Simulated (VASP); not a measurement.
Runs of VASP 6.6.1 on HfO2. The structure is that of space group Fm-3m (No. 225), or close to it. The cells are those of the table. 

```csv
cell,gap on the mesh (eV),pressure (GPa)
"a = 3.479 Å, angles 60.0°, 3 atoms",3.90,(a)
"a = 3.432, b = 3.432, c = 3.390 Å, angles 60.4, 60.4, 59.2°, 3 atoms",3.77,39.6
"a = 3.463, b = 3.463, c = 3.336 Å, angles 61.2, 61.2, 57.6°, 3 atoms",2.97,39.8
"a = 3.650 Å, angles 60.0°, 3 atoms",(c),-19.0
"a = 3.508 Å, angles 60.0°, 3 atoms",(b),10.4
"a = 3.417 Å, angles 60.0°, 3 atoms",(d),39.6
"a = 3.404, b = 3.404, c = 3.445 Å, angles 59.6, 59.6, 60.8°, 3 atoms",3.70,39.6
"a = 3.677 Å, angles 60.0°, 3 atoms",3.47,-22.9
```

Alike in all rows: task single point; level PBEsol; potentials or basis VASP PAW PBE potentials, release 64 (Hf_pv, O); no spin polarisation; k mesh 8 × 8 × 8; cutoff (eV) 520; smearing gaussian 0.05 eV.

Q: Fill in the values left out.

A: (a) 18.9; (b) 3.84; (c) 3.53; (d) 4.04.

Caveats: the PAW data sets were made with another functional, which shifts forces and pressure a little; spin-orbit coupling is left out, which moves the levels of the heavy elements.

A k mesh can miss the band edges, and the runs leave out spin-orbit coupling on Hf.
